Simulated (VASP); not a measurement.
Hf2TeW2S, 6 atoms in the cell. The structure is trigonal, space group P-3m1 (No. 164). Conventional cell: a = 4.111 Å, b = 4.111 Å, c = 9.063 Å, α = 90.00°, β = 90.00°, γ = 120.00°. Hf (site symmetry 3m) has 3 W at 2.38 Å and 3 Te at 2.98 Å within 3.1 Å. Te (site symmetry -3m) has 6 Hf at 2.98 Å and 6 W at 3.06 Å within 3.9 Å. W (site symmetry 3m) has 3 Hf at 2.38 Å and 3 Te at 3.06 Å within 3.1 Å. S (site symmetry -3m) has 6 W at 3.52 Å and 6 Hf at 3.62 Å and 6 S at 4.11 Å and 2 Te at 4.53 Å within 4.6 Å. The cell was generated, and may not be a known phase.

```yaml
Program: VASP 6.6.1
Task: relaxation of cell and atoms
Functional: PBE
Potentials_or_basis: VASP PAW PBE potentials, release 64 (Hf_pv, Te, W_sv, S)
Cutoff: 600 eV
k_mesh: 6 × 6 × 2
Occupations: gaussian, width 0.1 eV
Spin: no spin polarisation
Dipole_correction: no
Further_INCAR_settings: ALGO = Normal; EDIFF = 1e-06; IBRION = 2; EDIFFG = -0.04; NSW = 90; ISIF = 3
```

Potentials or basis: VASP PAW PBE potentials, release 64 (Hf_pv, Te, W_sv, S).

Command:

```console
$ cat potpaw_PBE.64/Hf_pv/POTCAR potpaw_PBE.64/Te/POTCAR potpaw_PBE.64/W_sv/POTCAR potpaw_PBE.64/S/POTCAR > POTCAR
$ mpirun -np 1 vasp_std > vasp.out
```

Hardware: 1 thread of Intel(R) Xeon(R) Platinum 8488C (Sapphire Rapids), on a shared host.

Task: Estimate the wall time of this run.

Result: Wall time 61 min on 1 thread of Intel(R) Xeon(R) Platinum 8488C (Sapphire Rapids), with other jobs on the host, peak memory 0.41 GiB. Counts: scf iterations 670, k points 14, ion steps 78.
